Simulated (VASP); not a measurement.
# Pd in VASP: further runs

Runs on Pd. Level: r2SCAN. Tasks: single point.

Everything below comes from runs of VASP 6.6.1. Logs are shortened: lines on timing, memory, paths and dates and some standing lists are left out, and cuts for length are marked.

**1. The cell of the first run**

The structure is cubic, space group Fm-3m (No. 225). Conventional cell: a = 3.695 Å, b = 3.695 Å, c = 3.695 Å, α = 90.00°, β = 90.00°, γ = 90.00°. Pd (site symmetry m-3m) has 12 Pd at 2.61 Å within 3.4 Å.

**2. Single point, r2SCAN (strain -0.050 along x and y, -0.050 along z)**

File POSCAR:

```
Pd
1.0
    0.0000000000      1.8476550000      1.8476550000
    1.8476550000      0.0000000000      1.8476550000
    1.8476550000      1.8476550000      0.0000000000
Pd
1
Direct
    0.0000000000      0.0000000000      0.0000000000
```

File INCAR.step1:

```
SYSTEM = Pd
PREC = Accurate
ENCUT = 520
ISMEAR = 0
SIGMA = 0.15
LREAL = .False.
LASPH = .True.
NELM = 80
NBANDS = 11
GGA = PE
ALGO = Normal
EDIFF = 1E-4
LWAVE = .True.
LCHARG = .False.
```

File INCAR.step2:

```
SYSTEM = Pd
PREC = Accurate
ENCUT = 520
EDIFF = 1E-6
ISMEAR = 0
SIGMA = 0.15
LREAL = .False.
LASPH = .True.
NELM = 80
ALGO = Normal
ISIF = 2
LWAVE = .False.
LCHARG = .False.
METAGGA = R2SCAN
LMIXTAU = .True.
NBANDS = 11
ISTART = 1
```

File KPOINTS:

```
regular mesh
0
Gamma
  20 20 20
  0 0 0
```

Potentials or basis: VASP PAW PBE potentials, release 64 (Pd).

Started as:

```sh
$ cat potpaw_PBE.64/Pd/POTCAR > POTCAR
$ cp INCAR.step1 INCAR
$ mpirun -np 1 vasp_std > vasp.out
$ cp INCAR.step2 INCAR
$ mpirun -np 1 vasp_std > vasp.out
```

OUTCAR:

```text
SYSTEM = Pd
   PREC = Accurate
   ENCUT = 520
   EDIFF = 1E-6
   ISMEAR = 0
   LREAL = .False.
   LASPH = .True.
   NELM = 80
   ISIF = 2
   METAGGA = R2SCAN
   ISTART = 1

 ion  position               nearest neighbor table
   1  0.000  0.000  0.000-

  LATTYP: Found a face centered cubic cell.
 ALAT       =     3.6953100000

  Lattice vectors:

 A1 = (   0.0000000000,   1.8476550000,   1.8476550000)
 A2 = (   1.8476550000,   0.0000000000,   1.8476550000)
 A3 = (   1.8476550000,   1.8476550000,   0.0000000000)

Analysis of symmetry for initial positions (statically):
=====================================================================
 Subroutine PRICEL returns:
 Original cell was already a primitive cell.

 Routine SETGRP: Setting up the symmetry group for a
 face centered cubic supercell.

 Subroutine GETGRP returns: Found 48 space group operations
 (whereof 48 operations were pure point group operations)
 out of a pool of 48 trial point group operations.

The static configuration has the point symmetry O_h .

Analysis of symmetry for dynamics (positions and initial velocities):
=====================================================================
 Subroutine PRICEL returns:
 Original cell was already a primitive cell.

 Routine SETGRP: Setting up the symmetry group for a
 face centered cubic supercell.

 Subroutine GETGRP returns: Found 48 space group operations
 (whereof 48 operations were pure point group operations)
 out of a pool of 48 trial point group operations.

The dynamic configuration has the point symmetry O_h .

 Subroutine INISYM returns: Found 48 space group operations
 (whereof 48 operations are pure point group operations),
 and found     1 'primitive' translations

----------------------------------------------------------------------------------------

                                     Primitive cell

  volume of cell :      12.6152

  direct lattice vectors                    reciprocal lattice vectors
     0.000000000  1.847655000  1.847655000    -0.270613291  0.270613291  0.270613291
     1.847655000  0.000000000  1.847655000     0.270613291 -0.270613291  0.270613291
     1.847655000  1.847655000  0.000000000     0.270613291  0.270613291 -0.270613291

  length of vectors
     2.612978760  2.612978760  2.612978760     0.468715969  0.468715969  0.468715969

  position of ions in fractional coordinates (direct lattice)
     0.000000000  0.000000000  0.000000000

  ion indices of the primitive-cell ions
   primitive index   ion index
                 1           1

----------------------------------------------------------------------------------------

 KPOINTS: regular mesh

Automatic generation of k-mesh.
 Grid dimensions read from file:
 generate k-points for:   20   20   20

 Generating k-lattice:

  Cartesian coordinates                     Fractional coordinates (reciprocal lattice)
    -0.013530665  0.013530665  0.013530665     0.050000000  0.000000000  0.000000000
     0.013530665 -0.013530665  0.013530665     0.000000000  0.050000000  0.000000000
     0.013530665  0.013530665 -0.013530665     0.000000000  0.000000000  0.050000000

  Length of vectors
     0.023435798  0.023435798  0.023435798

  Shift w.r.t. Gamma in fractional coordinates (k-lattice)
     0.000000000  0.000000000  0.000000000

 Subroutine IBZKPT returns following result:
 ===========================================

 Found    256 irreducible k-points:

 Following reciprocal coordinates:
            Coordinates               Weight
  0.000000  0.000000  0.000000      1.000000
  0.050000  0.000000  0.000000      8.000000
  0.100000  0.000000  0.000000      8.000000
  0.150000  0.000000  0.000000      8.000000
  0.200000  0.000000  0.000000      8.000000
  0.250000  0.000000  0.000000      8.000000
[... 16 lines left out ...]
 -0.400000  0.050000  0.000000     24.000000
 -0.350000  0.050000  0.000000     24.000000
 [... further k-points ...]
   k-points           NKPTS =    256   k-points in BZ     NKDIM =    256   number of bands    NBANDS=     11
   number of dos      NEDOS =    301   number of ions     NIONS =      1
   total plane-waves  NPLWV =   8000
   dimension x,y,z NGX =    20 NGY =   20 NGZ =   20
   dimension x,y,z NGXF=    40 NGYF=   40 NGZF=   40
   ions per type =               1
   NGX,Y,Z   is equivalent  to a cutoff of  12.72, 12.72, 12.72 a.u.
   NGXF,Y,Z  is equivalent  to a cutoff of  25.45, 25.45, 25.45 a.u.
 SYSTEM =  Pd
   PREC   = accura    normal or accurate (medium, high low for compatibility)
   ISTART =      1    job   : 0-new  1-cont  2-samecut
   ICHARG =      0    charge: 1-file 2-atom 10-const
   ISPIN  =      1    spin polarized calculation?
   LNONCOLLINEAR =      F non collinear calculations
   LSORBIT =      F    spin-orbit coupling
   LASPH  =      T    aspherical Exc in radial PAW
   ENCUT  =  520.0 eV  38.22 Ry    6.18 a.u.   4.86  4.86  4.86*2*pi/ulx,y,z
   NELM   =     80;   NELMIN=  2; NELMDL=  0     # of ELM steps
   EDIFF  = 0.1E-05   stopping-criterion for ELM
   LREAL  =      F    real-space projection
   EDIFFG = 0.1E-04   stopping-criterion for IOM
   NSW    =      0    number of steps for IOM
   IBRION =     -1    ionic relax: 0-MD 1-quasi-New 2-CG
   NFREE  =      0    steps in history (QN), initial steepest desc. (CG)
   ISIF   =      2    stress and relaxation
   ISYM   =      2    0-nonsym 1-usesym 2-fastsym
   POTIM  = 0.5000    time-step for ionic-motion
   TEBEG  =    0.0;   TEEND  =   0.0 temperature during run
   PSTRESS=    0.0 pullay stress
   NELECT =      10.0000    total number of electrons
   NUPDOWN=      -1.0000    fix difference up-down
   EMIN   =  10.00;   EMAX   =-10.00  energy-range for DOS
   EFERMI =   0.00;   METHOD = LEGACY
   ISMEAR =     0;   SIGMA  =   0.15  broadening in eV -4-tet -1-fermi 0-gaus
   EFERMI_NEDOS =   21; number of points for ismear=-14 and -15
   IALGO  =     38    algorithm
   IMIX   =      4    mixing-type and parameters
     AMIX     =   0.40;   BMIX     =  1.00
     AMIX_MAG =   1.60;   BMIX_MAG =  1.00
  volume/ion in A,a.u.               =      12.62        85.13
  Fermi-wavevector in a.u.,A,eV,Ry     =   1.515109  2.863141 31.232936  2.295556
  Thomas-Fermi vector in A             =   2.624677
   LORBIT       =      0    0 simple, 1 ext, 2 COOP (PROOUT), +10 PAW based schemes
   METAGGA = R2SCAN    functional components
   LHFCALC =     F    Hartree Fock is set to
   AEXX    =    0.0000 exact exchange contribution
   IVDW    =     0    specifies the selected vdW correction
   LEPSILON=     F    determine dielectric tensor
   LRPA    =     F    only Hartree local field effects (RPA)
 non-spin polarized calculation
 Gauss-broadening in eV      SIGMA  =   0.15
  energy-cutoff  :      520.00
  volume of cell :       12.62
 maximum number of plane-waves:       350
   NGX =  9   NGY =  9   NGZ =  9

 number of electron      10.0000002 magnetization

 Free energy of the ion-electron system (eV)
  ---------------------------------------------------
  ext. energy  EPLUGINS =         0.00000000
  ---------------------------------------------------
  free energy    TOTEN  =       -22.64180971 eV

  energy without entropy =      -22.62126767  energy(sigma->0) =      -22.63153869

 E-fermi :  12.4952     XC(G=0): -15.3265

 val. band max:       12.4942912872   @ k =  -0.4500   0.3000   0.0000
 cond. band min:      12.4996689085   @ k =   0.4500   0.1500   0.0000
 fundamental gap:      0.0053776213
 Fermi energy:        12.4952160447

 k-point     1 :       0.0000    0.0000    0.0000
  band No.  band energies     occupation
      1       3.9660      2.00000
      2       8.7369      2.00000
      3       8.7369      2.00000
      4       8.7369      2.00000
      5      10.8321      2.00000
      6      10.8321      2.00000
      7      30.4829      0.00000
      8      34.4432      0.00000
      9      36.4440      0.00000
     10      36.4440      0.00000
     11      36.4440      0.00000

 k-point     2 :       0.0500    0.0000    0.0000
  band No.  band energies     occupation
      1       4.0753      2.00000
      2       8.6916      2.00000
      3       8.7787      2.00000
      4       8.7787      2.00000
      5      10.8098      2.00000
      6      10.8098      2.00000
      7      30.6303      0.00000
      8      34.4357      0.00000
      9      35.7956      0.00000
     10      36.5941      0.00000
     11      36.5941      0.00000

 k-point     3 :       0.1000    0.0000    0.0000
  band No.  band energies     occupation
      1       4.3910      2.00000
      2       8.5758      2.00000
      3       8.8909      2.00000
      4       8.8909      2.00000
      5      10.7585      2.00000
      6      10.7585      2.00000
      7      31.0272      0.00000
      8      34.2200      0.00000
      9      34.5900      0.00000
     10      37.0309      0.00000
     11      37.0309      0.00000

 k-point     4 :       0.1500    0.0000    0.0000
  band No.  band energies     occupation
      1       4.8685      2.00000
      2       8.4534      2.00000
      3       9.0294      2.00000
      4       9.0294      2.00000
      5      10.7287      2.00000
      6      10.7287      2.00000
      7      31.4901      0.00000
      8      32.7437      0.00000
      9      34.4758      0.00000
     10      37.7129      0.00000
     11      37.7129      0.00000
[... 239 lines left out ...]
 k-point    22 :      -0.4500    0.0500    0.0000
  band No.  band energies     occupation
      1       5.7462      2.00000
      2       8.5849      2.00000
      3       8.7056      2.00000
      4      11.7893      2.00000
      5      12.3607      1.79538
      6      13.9992      0.00000
      7      21.9009      0.00000
      8      30.0903      0.00000
      9      34.4573      0.00000
     10      35.7383      0.00000
     11      36.3513      0.00000

 k-point    23 :      -0.4000    0.0500    0.0000
  band No.  band energies     occupation
      1       5.8138      2.00000
      2       8.6617      2.00000
      3       8.7608      2.00000
      4      11.4163      2.00000
      5      12.0848      1.99989
      6      13.3225      0.00000
      7      23.0894      0.00000
      8      30.3548      0.00000
      9      34.4578      0.00000
     10      35.9674      0.00000
     11      37.1436      0.00000

 k-point    24 :      -0.3500    0.0500    0.0000
  band No.  band energies     occupation
      1       5.9166      2.00000
      2       8.7819      2.00000
      3       8.8653      2.00000
      4      10.6401      2.00000
      5      11.6968      2.00000
      6      12.6040      0.30521
      7      24.7889      0.00000
      8      30.8238      0.00000
      9      34.4589      0.00000
     10      36.5402      0.00000
     11      38.3300      0.00000

 [... further k-points ...]
[... 5 lines left out ...]
  --------------------------------------------------------------------------------------
  -------------------------------------------------------------------------------------
  Total        4.0263374      4.0263374      4.0263374      0.0000000     -0.0000000      0.0000000
  in kB      511.3615934    511.3615934    511.3615934      0.0000000     -0.0000000      0.0000000
  external PRESSURE =     511.3615934 kB  Pullay stress =       0.0000000 kB

 VOLUME and BASIS-vectors are now :
 -----------------------------------------------------------------------------
  energy-cutoff  :      520.00
  volume of cell :       12.62
      direct lattice vectors                 reciprocal lattice vectors
     0.000000000  1.847655000  1.847655000    -0.270613291  0.270613291  0.270613291
     1.847655000  0.000000000  1.847655000     0.270613291 -0.270613291  0.270613291
     1.847655000  1.847655000  0.000000000     0.270613291  0.270613291 -0.270613291

 POSITION                                       TOTAL-FORCE (eV/Angst)
 -----------------------------------------------------------------------------------
      0.00000      0.00000      0.00000        -0.000000      0.000000      0.000000
 -----------------------------------------------------------------------------------
    total drift:                                0.000000      0.000000      0.000000

  FREE ENERGIE OF THE ION-ELECTRON SYSTEM (eV)
  ---------------------------------------------------
  free  energy   TOTEN  =       -22.6418097082 eV

  energy  without entropy=      -22.6212676708  energy(sigma->0) =      -22.63153869
```

Wall time 2.2 min (1 thread of Intel Xeon 8259CL, shared host); peak memory 0.16 GiB.

Results:

| Item | Value |
| --- | --- |
| Free energy | -22.6418 eV |
| Pressure | 51.1 GPa |
| Band gap on the k mesh | zero (bands 5 and 6 overlap by 2.20 eV) |

Levels at points of the mesh, in eV from the Fermi level:
```tsv
k point	band 2	band 3	band 4	band 5	band 6	band 7	band 8	band 9
(0.00, 0.00, 0.00)	-3.76	-3.76	-3.76	-1.66	-1.66	17.99	21.95	23.95
(0.50, 0.00, 0.00)	-3.86	-3.86	-0.02	-0.02	0.93	9.16	17.43	21.97
(0.50, 0.50, 0.00)	-6.75	-0.09	0.43	0.43	3.69	13.13	14.86	14.86
```

Caveat: the cell differs from its parent crystal (strain -0.050 along x and y, -0.050 along z); the cell stands under pressure; the PAW data sets were made with another functional, which shifts forces and pressure a little.

**3. Single point, r2SCAN (strain +0.000 along x and y, +0.050 along z)**

File POSCAR:

```
Pd
1.0
    0.0000000000      1.9449000000      2.0421450000
    1.9449000000      0.0000000000      2.0421450000
    1.9449000000      1.9449000000      0.0000000000
Pd
1
Direct
    0.0000000000      0.0000000000      0.0000000000
```

File INCAR.step1:

```
PREC = Accurate
ENCUT = 520
ISMEAR = 0
SIGMA = 0.15
LREAL = F
LASPH = T
NELM = 60
NBANDS = 11
GGA = PE
ALGO = Normal
EDIFF = 1E-4
LWAVE = T
LCHARG = F
```

File INCAR.step2:

```
PREC = Accurate
ENCUT = 520
EDIFF = 1E-6
ISMEAR = 0
SIGMA = 0.15
LREAL = F
LASPH = T
NELM = 60
ALGO = Normal
ISIF = 2
LWAVE = F
LCHARG = T
METAGGA = R2SCAN
LMIXTAU = T
LELF = T
LVHAR = T
NBANDS = 11
ISTART = 1
```

File KPOINTS:

```
Automatic mesh
0
Gamma
  20 20 20
```

Potentials or basis: VASP PAW PBE potentials, release 64 (Pd).

Started as:

```sh
$ cat potpaw_PBE.64/Pd/POTCAR > POTCAR
$ cp INCAR.step1 INCAR
$ mpirun -np 1 vasp_std > vasp.out
$ cp INCAR.step2 INCAR
$ mpirun -np 1 vasp_std > vasp.out
```

Wall time 5.2 min (1 thread of Intel Xeon 8259CL, shared host); peak memory 0.23 GiB.

It converged, with:

```yaml
Free_energy: -22.9463 eV
Pressure: -5.1 GPa
Band_gap_on_the_k_mesh: zero (bands 5 and 6 overlap by 1.72 eV)
```

Stress tensor (GPa, compression positive):
```
-4.34  0.00  0.00
 0.00 -4.34  0.00
 0.00  0.00 -6.51
```

Levels at points of the mesh, in eV from the Fermi level:
```
           k point  band 2  band 3  band 4  band 5  band 6  band 7  band 8  band 9
(0.00, 0.00, 0.00)   -3.00   -2.55   -2.55   -1.45   -1.00   18.02   22.00   22.63
(0.50, 0.00, 0.00)   -2.97   -2.57   -0.14    0.06    1.40    7.35   17.26   21.23
(0.50, 0.50, 0.00)   -4.90   -0.09    0.26    0.26    3.05    9.96   14.29   14.29
(0.50, 0.00, 0.50)   -4.87   -0.11    0.11    0.46    3.99   11.27   13.26   13.48
```

Caveat: the cell differs from its parent crystal (strain +0.000 along x and y, +0.050 along z); the cell stands under tension; the PAW data sets were made with another functional, which shifts forces and pressure a little.
